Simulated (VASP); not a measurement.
# GeMo (P6/mmm) in VASP: a series of runs

GeMo is run at these levels: PBE; tasks: single point, relaxation of cell and atoms.

Program: VASP 6.6.1. These are calculated values, not measurements. Logs are shortened: lines on timing, memory, paths and dates and some standing lists are left out, and cuts for length are marked.

## Step 1: The cell of the first run

Symmetry: P6/mmm, No. 191, hexagonal system. The conventional cell has a = 2.831 Å, b = 2.831 Å, c = 5.103 Å, α = 90.00°, β = 90.00°, γ = 120.00°. Ge (site symmetry 6/mmm) has 2 Mo at 2.55 Å and 6 Ge at 2.83 Å within 3.4 Å. Within 3.4 Å of Mo (site symmetry 6/mmm) lie 2 Ge at 2.55 Å and 6 Mo at 2.83 Å.

The cell was built from a structure type or drawn by symmetry, and may not be a known phase.

## Step 2: Single point, PBE

The input, INCAR:

```
ALGO = Normal
EDIFF = 1E-6
ENCUT = 520
GGA = PE
ISIF = 2
ISMEAR = 0
LASPH = T
LCHARG = F
LREAL = F
LWAVE = F
NBANDS = 21
NELM = 60
PREC = Accurate
SIGMA = 0.1
```

The input, KPOINTS:

```
k-points
0
Gamma
  6 6 4
```

The input, POSCAR:

```
GeMo
1.0
    2.8308174516      0.0000000000      0.0000000000
   -1.4154087258      2.4515598266      0.0000000000
    0.0000000000      0.0000000000      5.1028050447
Ge Mo
1 1
Direct
    0.0000000000      0.0000000000      0.0000000000
    0.0000000000      0.0000000000      0.5000000000
```

Potentials or basis: VASP PAW PBE potentials, release 64 (Ge_d, Mo_sv).

Started as:

```sh
$ cat potpaw_PBE.64/Ge_d/POTCAR potpaw_PBE.64/Mo_sv/POTCAR > POTCAR
$ mpirun -np 1 vasp_std > vasp.out
```

OUTCAR:

```text
EDIFF = 1E-6
   ENCUT = 520
   GGA = PE
   ISIF = 2
   ISMEAR = 0
   LASPH = T
   LREAL = F
   NELM = 60
   PREC = Accurate

 ion  position               nearest neighbor table
   1  0.000  0.000  0.000-   2 2.55   2 2.55
   2  0.000  0.000  0.500-   1 2.55   1 2.55

  LATTYP: Found a hexagonal cell.
 ALAT       =     2.8308174516
 C/A-ratio  =     1.8025906410

  Lattice vectors:

 A1 = (   2.8308174516,   0.0000000000,   0.0000000000)
 A2 = (  -1.4154087258,   2.4515598266,   0.0000000000)
 A3 = (   0.0000000000,   0.0000000000,   5.1028050447)

Analysis of symmetry for initial positions (statically):
=====================================================================
 Subroutine PRICEL returns:
 Original cell was already a primitive cell.

 Routine SETGRP: Setting up the symmetry group for a
 hexagonal supercell.

 Subroutine GETGRP returns: Found 24 space group operations
 (whereof 24 operations were pure point group operations)
 out of a pool of 24 trial point group operations.

The static configuration has the point symmetry D_6h.

Analysis of symmetry for dynamics (positions and initial velocities):
=====================================================================
 Subroutine PRICEL returns:
 Original cell was already a primitive cell.

 Routine SETGRP: Setting up the symmetry group for a
 hexagonal supercell.

 Subroutine GETGRP returns: Found 24 space group operations
 (whereof 24 operations were pure point group operations)
 out of a pool of 24 trial point group operations.

The dynamic configuration has the point symmetry D_6h.

 Subroutine INISYM returns: Found 24 space group operations
 (whereof 24 operations are pure point group operations),
 and found     1 'primitive' translations

----------------------------------------------------------------------------------------

                                     Primitive cell

  volume of cell :      35.4131

  direct lattice vectors                    reciprocal lattice vectors
     2.830817452  0.000000000  0.000000000     0.353254852  0.203951784  0.000000000
    -1.415408726  2.451559827  0.000000000     0.000000000  0.407903568  0.000000000
     0.000000000  0.000000000  5.102805045     0.000000000  0.000000000  0.195970646

  length of vectors
     2.830817452  2.830817452  5.102805045     0.407903568  0.407903568  0.195970646

  position of ions in fractional coordinates (direct lattice)
     0.000000000  0.000000000  0.000000000
     0.000000000  0.000000000  0.500000000

  ion indices of the primitive-cell ions
   primitive index   ion index
                 1           1
                 2           2

----------------------------------------------------------------------------------------

 KPOINTS: k-points

Automatic generation of k-mesh.
 Grid dimensions read from file:
 generate k-points for:    6    6    4

 Generating k-lattice:

  Cartesian coordinates                     Fractional coordinates (reciprocal lattice)
     0.058875809  0.033991964  0.000000000     0.166666667  0.000000000  0.000000000
     0.000000000  0.067983928  0.000000000     0.000000000  0.166666667  0.000000000
     0.000000000  0.000000000  0.048992661     0.000000000  0.000000000  0.250000000

  Length of vectors
     0.067983928  0.067983928  0.048992661

  Shift w.r.t. Gamma in fractional coordinates (k-lattice)
     0.000000000  0.000000000  0.000000000

 Subroutine IBZKPT returns following result:
 ===========================================

 Found     21 irreducible k-points:

 Following reciprocal coordinates:
            Coordinates               Weight
  0.000000  0.000000  0.000000      1.000000
  0.166667  0.000000  0.000000      6.000000
  0.333333  0.000000  0.000000      6.000000
  0.500000  0.000000  0.000000      3.000000
  0.166667  0.166667  0.000000      6.000000
  0.333333  0.166667  0.000000     12.000000
[... 13 lines left out ...]
  0.333333  0.166667  0.500000     12.000000
  0.333333  0.333333  0.500000      2.000000
   k-points           NKPTS =     21   k-points in BZ     NKDIM =     21   number of bands    NBANDS=     21
   number of dos      NEDOS =    301   number of ions     NIONS =      2
   total plane-waves  NPLWV =  23040
   dimension x,y,z NGX =    24 NGY =   24 NGZ =   40
   dimension x,y,z NGXF=    48 NGYF=   48 NGZF=   80
   ions per type =               1   1
   NGX,Y,Z   is equivalent  to a cutoff of  14.09, 14.09, 13.03 a.u.
   NGXF,Y,Z  is equivalent  to a cutoff of  28.19, 28.19, 26.06 a.u.
 SYSTEM =  unknown system
   PREC   = accura    normal or accurate (medium, high low for compatibility)
   ISTART =      0    job   : 0-new  1-cont  2-samecut
   ICHARG =      2    charge: 1-file 2-atom 10-const
   ISPIN  =      1    spin polarized calculation?
   LNONCOLLINEAR =      F non collinear calculations
   LSORBIT =      F    spin-orbit coupling
   LASPH  =      T    aspherical Exc in radial PAW
   ENCUT  =  520.0 eV  38.22 Ry    6.18 a.u.   5.26  5.26  9.49*2*pi/ulx,y,z
   NELM   =     60;   NELMIN=  2; NELMDL= -5     # of ELM steps
   EDIFF  = 0.1E-05   stopping-criterion for ELM
   LREAL  =      F    real-space projection
   EDIFFG = 0.1E-04   stopping-criterion for IOM
   NSW    =      0    number of steps for IOM
   IBRION =     -1    ionic relax: 0-MD 1-quasi-New 2-CG
   NFREE  =      0    steps in history (QN), initial steepest desc. (CG)
   ISIF   =      2    stress and relaxation
   ISYM   =      2    0-nonsym 1-usesym 2-fastsym
   POTIM  = 0.5000    time-step for ionic-motion
   TEBEG  =    0.0;   TEEND  =   0.0 temperature during run
   PSTRESS=    0.0 pullay stress
   NELECT =      28.0000    total number of electrons
   NUPDOWN=      -1.0000    fix difference up-down
   EMIN   =  10.00;   EMAX   =-10.00  energy-range for DOS
   EFERMI =   0.00;   METHOD = LEGACY
   ISMEAR =     0;   SIGMA  =   0.10  broadening in eV -4-tet -1-fermi 0-gaus
   EFERMI_NEDOS =   21; number of points for ismear=-14 and -15
   IALGO  =     38    algorithm
   IMIX   =      4    mixing-type and parameters
     AMIX     =   0.40;   BMIX     =  1.00
     AMIX_MAG =   1.60;   BMIX_MAG =  1.00
  volume/ion in A,a.u.               =      17.71       119.49
  Fermi-wavevector in a.u.,A,eV,Ry     =   1.513816  2.860697 31.179636  2.291639
  Thomas-Fermi vector in A             =   2.623557
   LORBIT       =      0    0 simple, 1 ext, 2 COOP (PROOUT), +10 PAW based schemes
   GGA     = PE    functional components
   LHFCALC =     F    Hartree Fock is set to
   AEXX    =    0.0000 exact exchange contribution
   IVDW    =     0    specifies the selected vdW correction
   LEPSILON=     F    determine dielectric tensor
   LRPA    =     F    only Hartree local field effects (RPA)
 non-spin polarized calculation
 Gauss-broadening in eV      SIGMA  =   0.10
  energy-cutoff  :      520.00
  volume of cell :       35.41
 maximum number of plane-waves:       968
 NGX is ok and might be reduce to    24
   NGX = 11   NGY = 11   NGZ = 19

 number of electron      28.0000000 magnetization

 Free energy of the ion-electron system (eV)
  ---------------------------------------------------
  ext. energy  EPLUGINS =         0.00000000
  ---------------------------------------------------
  free energy    TOTEN  =       -13.97692879 eV

  energy without entropy =      -13.96937693  energy(sigma->0) =      -13.97315286

 E-fermi :   8.9901     XC(G=0): -12.0937

 val. band max:        8.9277709172   @ k =   0.3333   0.1667   0.0000
 cond. band min:       9.0155602472   @ k =   0.3333   0.0000   0.5000
 fundamental gap:      0.0877893300
 Fermi energy:         8.9900979701

 k-point     1 :       0.0000    0.0000    0.0000
  band No.  band energies     occupation
      1     -51.9426      2.00000
      2     -26.1248      2.00000
      3     -25.4593      2.00000
      4     -25.4593      2.00000
      5     -15.7795      2.00000
      6     -15.7795      2.00000
[... 13 lines left out ...]
     20      20.1445      0.00000
     21      22.4389      0.00000

 k-point     2 :       0.1667    0.0000    0.0000
  band No.  band energies     occupation
      1     -51.9064      2.00000
      2     -26.0875      2.00000
      3     -25.7115      2.00000
      4     -25.5173      2.00000
      5     -15.7884      2.00000
      6     -15.7452      2.00000
[... 13 lines left out ...]
     20      21.3253      0.00000
     21      21.4025      0.00000

 k-point     3 :       0.3333    0.0000    0.0000
  band No.  band energies     occupation
      1     -51.8332      2.00000
      2     -26.1968      2.00000
      3     -26.0121      2.00000
      4     -25.6316      2.00000
      5     -15.8125      2.00000
      6     -15.6758      2.00000
[... 13 lines left out ...]
     20      19.8174      0.00000
     21      20.0407      0.00000

 k-point     4 :       0.5000    0.0000    0.0000
  band No.  band energies     occupation
      1     -51.7961      2.00000
      2     -26.4307      2.00000
      3     -25.9740      2.00000
      4     -25.6879      2.00000
      5     -15.8258      2.00000
      6     -15.6528      2.00000
[... 13 lines left out ...]
     20      18.3147      0.00000
     21      19.2064      0.00000

 k-point     5 :       0.1667    0.1667    0.0000
  band No.  band energies     occupation
      1     -51.8516      2.00000
      2     -26.0310      2.00000
      3     -26.0309      2.00000
      4     -25.6530      2.00000
      5     -15.7869      2.00000
      6     -15.7156      2.00000
[... 13 lines left out ...]
     20      21.5237      0.00000
     21      22.1387      0.00000
[... 310 lines left out ...]
     20      18.0817      0.00000
     21      19.2738      0.00000

 k-point    19 :       0.1667    0.1667    0.5000
  band No.  band energies     occupation
      1     -51.8514      2.00000
      2     -26.0410      2.00000
      3     -26.0310      2.00000
      4     -25.6533      2.00000
      5     -15.7869      2.00000
      6     -15.7138      2.00000
[... 13 lines left out ...]
     20      18.6987      0.00000
     21      19.7287      0.00000

 k-point    20 :       0.3333    0.1667    0.5000
  band No.  band energies     occupation
      1     -51.7960      2.00000
      2     -26.3098      2.00000
      3     -25.9836      2.00000
      4     -25.8200      2.00000
      5     -15.7875      2.00000
      6     -15.6738      2.00000
[... 13 lines left out ...]
     20      19.2053      0.00000
     21      20.0440      0.00000

 k-point    21 :       0.3333    0.3333    0.5000
  band No.  band energies     occupation
      1     -51.7775      2.00000
      2     -26.1428      2.00000
      3     -26.1428      2.00000
      4     -25.9645      2.00000
      5     -15.7197      2.00000
      6     -15.7197      2.00000
[... 13 lines left out ...]
     20      15.7405      0.00000
     21      23.8076      0.00000

------------------------ aborting loop because EDIFF is reached ----------------------------------------

  FORCE on cell =-STRESS in cart. coord.  units (eV):
  Direction    XX          YY          ZZ          XY          YZ          ZX
  --------------------------------------------------------------------------------------
  -------------------------------------------------------------------------------------
  Total        0.0657281      0.0657281      0.0610252      0.0000000     -0.0000000      0.0000000
  in kB        2.9737070      2.9737070      2.7609364      0.0000000     -0.0000000      0.0000000
  external PRESSURE =       2.9027834 kB  Pullay stress =       0.0000000 kB

 VOLUME and BASIS-vectors are now :
 -----------------------------------------------------------------------------
  energy-cutoff  :      520.00
  volume of cell :       35.41
      direct lattice vectors                 reciprocal lattice vectors
     2.830817452  0.000000000  0.000000000     0.353254852  0.203951784  0.000000000
    -1.415408726  2.451559827  0.000000000     0.000000000  0.407903568  0.000000000
     0.000000000  0.000000000  5.102805045     0.000000000  0.000000000  0.195970646

 POSITION                                       TOTAL-FORCE (eV/Angst)
 -----------------------------------------------------------------------------------
      0.00000      0.00000      0.00000        -0.000000      0.000000      0.000000
      0.00000      0.00000      2.55140         0.000000      0.000000      0.000000
 -----------------------------------------------------------------------------------
    total drift:                               -0.000000      0.000000      0.000000

  FREE ENERGIE OF THE ION-ELECTRON SYSTEM (eV)
  ---------------------------------------------------
  free  energy   TOTEN  =       -13.9769287900 eV

  energy  without entropy=      -13.9693769313  energy(sigma->0) =      -13.97315286
```

Wall time 17 s (1 thread of Intel Xeon Platinum 8375C at 2.90GHz (Ice Lake), shared host); peak memory 0.16 GiB.

Results:

* Free energy: -13.9769 eV
* Pressure: 0.3 GPa
* Band gap on the k mesh: zero (bands 14 and 15 overlap by 2.19 eV)

Levels at points of the mesh, in eV from the Fermi level:
```tsv
k point	band 10	band 11	band 12	band 13	band 14	band 15	band 16	band 17	band 18	band 19
(0.00, 0.00, 0.00)	-12.37	-4.45	-3.64	-0.47	-0.47	1.12	1.93	1.93	9.49	9.49
(0.50, 0.00, 0.00)	-7.38	-4.85	-3.67	-2.92	0.98	1.00	2.44	3.92	4.23	5.15
(0.00, 0.00, 0.50)	-11.86	-6.40	-3.81	-0.46	-0.46	1.78	1.78	5.17	8.86	10.31
(0.50, 0.00, 0.50)	-6.52	-5.68	-3.86	-2.57	-0.44	0.64	1.62	3.92	6.31	6.58
```

Caveat: the k points lie up to 0.43 Å⁻¹ apart, too coarse for converged energies and pressures of a metal.

## Step 3: Single point, PBE

This run uses another cell than the first one, of 19.57 Å³/atom.

The input, INCAR:

```
ALGO = Normal
EDIFF = 1E-7
ENCUT = 520
GGA = PE
ISIF = 2
ISMEAR = 0
LASPH = T
LCHARG = T
LELF = T
LREAL = F
LVHAR = T
LWAVE = F
NBANDS = 21
NELM = 60
PREC = Accurate
SIGMA = 0.1
```

KPOINTS is that of step 2.

The input, POSCAR:

```
GeMo
1.0
    3.2152112000      0.0000000000      0.0000000000
   -1.6076056000      2.7844545800      0.0000000000
    0.0000000000      0.0000000000      4.3729103100
Ge Mo
1 1
Direct
    0.0000000000      0.0000000000      0.0000000000
    0.0000000000      0.0000000000      0.5000000000
```

Potentials or basis: VASP PAW PBE potentials, release 64 (Ge_d, Mo_sv).

Started as:

```sh
$ cat potpaw_PBE.64/Ge_d/POTCAR potpaw_PBE.64/Mo_sv/POTCAR > POTCAR
$ mpirun -np 1 vasp_std > vasp.out
```

OUTCAR:

```text
EDIFF = 1E-7
   ENCUT = 520
   GGA = PE
   ISIF = 2
   ISMEAR = 0
   LASPH = T
   LREAL = F
   NELM = 60
   PREC = Accurate

 ion  position               nearest neighbor table
   1  0.000  0.000  0.000-   2 2.19   2 2.19
   2  0.000  0.000  0.500-   1 2.19   1 2.19

  LATTYP: Found a hexagonal cell.
 ALAT       =     3.2152112000
 C/A-ratio  =     1.3600693821

  Lattice vectors:

 A1 = (   3.2152112000,   0.0000000000,   0.0000000000)
 A2 = (  -1.6076056000,   2.7844545800,   0.0000000000)
 A3 = (   0.0000000000,   0.0000000000,   4.3729103100)

Analysis of symmetry for initial positions (statically):
=====================================================================
 Subroutine PRICEL returns:
 Original cell was already a primitive cell.

 Routine SETGRP: Setting up the symmetry group for a
 hexagonal supercell.

 Subroutine GETGRP returns: Found 24 space group operations
 (whereof 24 operations were pure point group operations)
 out of a pool of 24 trial point group operations.

[... 153 lines left out ...]
  ext. energy  EPLUGINS =         0.00000000
  ---------------------------------------------------
  free energy    TOTEN  =       -11.75438641 eV

  energy without entropy =      -11.74080223  energy(sigma->0) =      -11.74759432

 E-fermi :   6.9177     XC(G=0): -11.4390

 val. band max:        6.8312604995   @ k =   0.1667   0.1667   0.2500
 cond. band min:       6.9185112630   @ k =   0.1667  -0.0000   0.5000
 fundamental gap:      0.0872507635
 Fermi energy:         6.9176852229

 k-point     1 :       0.0000    0.0000    0.0000
  band No.  band energies     occupation
      1     -53.4094      2.00000
      2     -27.7491      2.00000
      3     -27.3360      2.00000
      4     -27.3360      2.00000
      5     -16.9166      2.00000
      6     -16.8099      2.00000
[... 493 lines left out ...]
     20      13.4005      0.00000
     21      22.1096      0.00000

------------------------ aborting loop because EDIFF is reached ----------------------------------------

  FORCE on cell =-STRESS in cart. coord.  units (eV):
  Direction    XX          YY          ZZ          XY          YZ          ZX
  --------------------------------------------------------------------------------------
  -------------------------------------------------------------------------------------
  Total       -4.4200506     -4.4200506     23.8065977      0.0000000      0.0000000      0.0000000
  in kB     -180.8912708   -180.8912711    974.2887792      0.0000000      0.0000000      0.0000000
  external PRESSURE =     204.1687457 kB  Pullay stress =       0.0000000 kB

 VOLUME and BASIS-vectors are now :
 -----------------------------------------------------------------------------
  energy-cutoff  :      520.00
  volume of cell :       39.15
      direct lattice vectors                 reciprocal lattice vectors
     3.215211200  0.000000000  0.000000000     0.311021559  0.179568381  0.000000000
    -1.607605600  2.784454580  0.000000000     0.000000000  0.359136761  0.000000000
     0.000000000  0.000000000  4.372910310     0.000000000  0.000000000  0.228680656

 POSITION                                       TOTAL-FORCE (eV/Angst)
 -----------------------------------------------------------------------------------
      0.00000      0.00000      0.00000         0.000000      0.000000      0.000000
      0.00000      0.00000      2.18646        -0.000000      0.000000      0.000000
 -----------------------------------------------------------------------------------
    total drift:                                0.000000     -0.000000      0.000000

  FREE ENERGIE OF THE ION-ELECTRON SYSTEM (eV)
  ---------------------------------------------------
  free  energy   TOTEN  =       -11.7543864057 eV

  energy  without entropy=      -11.7408022280  energy(sigma->0) =      -11.74759432
```

OSZICAR:

```text
N       E                     dE             d eps       ncg     rms          rms(c)
DAV:   1     0.263031408401E+03    0.26303E+03   -0.15921E+04  1094   0.307E+03
DAV:   2     0.972228105096E+01   -0.25331E+03   -0.24458E+03   932   0.686E+02
DAV:   3    -0.119521981111E+02   -0.21674E+02   -0.21302E+02   967   0.127E+02
DAV:   4    -0.124902603748E+02   -0.53806E+00   -0.53758E+00  1057   0.210E+01
DAV:   5    -0.124982198186E+02   -0.79594E-02   -0.79592E-02   972   0.297E+00    0.129E+01
DAV:   6    -0.118994515140E+02    0.59877E+00   -0.32654E+00  1089   0.126E+01    0.345E+00
DAV:   7    -0.117847032232E+02    0.11475E+00   -0.32805E-01  1155   0.533E+00    0.278E+00
DAV:   8    -0.117544507244E+02    0.30252E-01   -0.60737E-02  1099   0.213E+00    0.316E-01
DAV:   9    -0.117543564841E+02    0.94240E-04   -0.52337E-03  1146   0.772E-01    0.150E-01
DAV:  10    -0.117543795240E+02   -0.23040E-04   -0.38723E-04  1067   0.218E-01    0.285E-02
DAV:  11    -0.117543853763E+02   -0.58524E-05   -0.26377E-05  1064   0.732E-02    0.133E-02
DAV:  12    -0.117543864773E+02   -0.11010E-05   -0.20608E-06  1178   0.184E-02    0.289E-03
DAV:  13    -0.117543864057E+02    0.71593E-07   -0.54857E-07  1015   0.125E-02
   1 F= -.11754386E+02 E0= -.11747594E+02  d E =-.135842E-01
```

Wall time 22 s (1 thread of Intel Xeon Platinum 8375C at 2.90GHz (Ice Lake), shared host); peak memory 0.16 GiB.

Results:

| Item | Value |
| --- | --- |
| Free energy | -11.7544 eV |
| Pressure | 20.4 GPa |
| Band gap on the k mesh | zero (bands 14 and 15 overlap by 1.40 eV) |

Levels at points of the mesh, in eV from the Fermi level:
| k point | band 12 | band 13 | band 14 | band 15 | band 16 | band 17 |
| --- | --- | --- | --- | --- | --- | --- |
| (0.00, 0.00, 0.00) | -0.25 | 0.16 | 0.16 | 1.15 | 1.15 | 5.17 |
| (0.50, 0.00, 0.00) | -1.99 | -1.46 | 0.64 | 2.74 | 2.85 | 3.62 |
| (0.00, 0.00, 0.50) | -2.70 | 0.20 | 0.20 | 0.24 | 0.24 | 9.10 |
| (0.50, 0.00, 0.50) | -3.18 | -1.91 | -0.64 | 1.90 | 2.74 | 3.16 |

Caveat: the k points lie up to 0.38 Å⁻¹ apart, too coarse for converged energies and pressures of a metal.

[end of part 1 of 2]
